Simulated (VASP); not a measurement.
Crystal: PbSe.

```
Pb Se
1.0
     0.00000    3.21225    3.06308
     3.21225    0.00000    3.06308
     3.21225    3.21225    0.00000
Pb Se
1 1
Direct
  0.00000 0.00000 0.00000
  0.50000 0.50000 0.50000
```

This cell differs from its parent crystal: epitaxial xy strain +4.0%.

Base run:

| Property | Result |
| --- | --- |
| Program | VASP 6.6.1 |
| Functional | r2SCAN |
| Potentials or basis | VASP PAW PBE potentials, release 64 (Pb_d, Se) |
| Cutoff | 550 eV |
| k mesh | 8 × 8 × 8 |
| Occupations | gaussian, width 0.01 eV |
| Spin | no spin polarisation |

Its results: band gap on the k mesh 0.81 eV, direct; pressure -2.8 GPa.

The run is repeated on the same cell with these changes: functional from r2SCAN to PBE; cutoff from 550 eV to 500 eV; occupations from gaussian, width 0.01 eV to fermi-dirac, width 0.02 eV. What comes out?

Band gap on the k mesh 0.52 eV, direct; pressure -1.9 GPa.

Caveats: spin-orbit coupling is left out, which moves the levels of the heavy elements; the PAW data sets were made with another functional, which shifts forces and pressure a little (some runs).

A k mesh can miss the band edges.
